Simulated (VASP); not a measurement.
Set up this calculation in VASP 6.6.1, as the native input.

```yaml
Task: relaxation of cell and atoms
Functional: PBE
Potentials_or_basis: VASP PAW PBE potentials, release 64 (Sn_d, Se)
Cutoff: 620 eV
k_mesh: 8 × 8 × 5
Occupations: gaussian, width 0.03 eV
Spin: no spin polarisation
Tolerance_level: tight
Purpose: cell
Passes: 3
Further_INCAR_settings: ALGO = Normal; EDIFF = 1e-07
```

SnSe2:

```
Sn Se
1.0
     3.84874    0.00000    0.00000
    -1.92437    3.33310    0.00000
     0.00000    0.00000    6.19676
Sn Se
1 2
Direct
  0.00000 0.00000 0.00000
  0.66667 0.33333 0.75100
  0.33333 0.66667 0.24900
```

The input as run:

POSCAR

```
SnSe2
1.0
    3.8487351274      0.0000000000      0.0000000000
   -1.9243675637      3.3331023927      0.0000000000
    0.0000000000      0.0000000000      6.1967564265
Sn Se
1 2
Direct
    0.0000000000      0.0000000000      0.0000000000
    0.6666666667      0.3333333333      0.7510000000
    0.3333333333      0.6666666667      0.2490000000
```

INCAR.step1

```
SYSTEM = SnSe2
ALGO     = Normal         ! electronic algorithm
EDIFF    = 1E-7           ! SCF threshold, eV
EDIFFG   = -0.002         ! ionic threshold
EFERMI   = MIDGAP       
ENCUT    = 620            ! plane-wave cutoff, eV
GGA      = PE             ! functional
GGA_COMPAT= .FALSE.      
IBRION   = 2              ! ionic algorithm
ISIF     = 3              ! what is computed and relaxed
ISMEAR   = 0              ! smearing method
LASPH    = .TRUE.         ! aspherical terms in the spheres
LCHARG   = .FALSE.        ! write CHGCAR
LREAL    = .FALSE.        ! projectors in reciprocal space
LWAVE    = .FALSE.        ! write WAVECAR
NELM     = 120            ! most SCF steps
NELMIN   = 4            
NSW      = 80             ! ionic steps
POTIM    = 0.5            ! step
PREC     = Accurate       ! precision mode
SIGMA    = 0.03           ! smearing width, eV
```

INCAR.step4

```
SYSTEM = SnSe2
ALGO     = Normal         ! electronic algorithm
EDIFF    = 1E-7           ! SCF threshold, eV
EFERMI   = MIDGAP       
ENCUT    = 620            ! plane-wave cutoff, eV
GGA      = PE             ! functional
GGA_COMPAT= .FALSE.      
ISIF     = 2              ! what is computed and relaxed
ISMEAR   = 0              ! smearing method
LASPH    = .TRUE.         ! aspherical terms in the spheres
LCHARG   = .FALSE.        ! write CHGCAR
LREAL    = .FALSE.        ! projectors in reciprocal space
LWAVE    = .FALSE.        ! write WAVECAR
NELM     = 120            ! most SCF steps
PREC     = Accurate       ! precision mode
SIGMA    = 0.03           ! smearing width, eV
```

KPOINTS

```
Automatic mesh
0
Gamma
  8 8 5
  0 0 0
```

Potentials or basis: VASP PAW PBE potentials, release 64 (Sn_d, Se).

Run with:

```sh
$ cat potpaw_PBE.64/Sn_d/POTCAR potpaw_PBE.64/Se/POTCAR > POTCAR
$ cp INCAR.step1 INCAR
$ cp POSCAR.step1 POSCAR
$ mpirun -np 1 vasp_std > vasp.out
$ cp CONTCAR POSCAR
$ mpirun -np 1 vasp_std > vasp.out
$ cp CONTCAR POSCAR
$ mpirun -np 1 vasp_std > vasp.out
$ cp CONTCAR POSCAR
$ cp INCAR.step4 INCAR
$ mpirun -np 1 vasp_std > vasp.out
```

Results of the run:

```json
{
 "Relaxed volume": "30.34 Å³/atom",
 "Relaxed cell": "a = 3.873 Å, b = 3.873 Å, c = 7.007 Å, α = 90.00°, β = 90.00°, γ = 120.00°",
 "Space group after relaxing (to 0.1 Å)": "P-3m1 (No. 164)",
 "Energy gained by relaxing": "20.7 meV/atom",
 "Ionic steps": "42",
 "Pressure after relaxing": "0.0 GPa",
 "Band gap on the k mesh": "0.69 eV (least direct gap 1.07 eV)"
}
```

Caveat: spin-orbit coupling is left out, which moves the levels of the heavy elements; an odd mesh through Γ misses points on the zone boundary, where band edges can lie; this functional lacks dispersion, which binds the layers, so the pressure and a relaxed spacing across them are unreliable.

Run time: 19 min on 1 thread of Intel(R) Xeon(R) Platinum 8559C (Emerald Rapids) (shared host), peak memory 0.29 GiB.
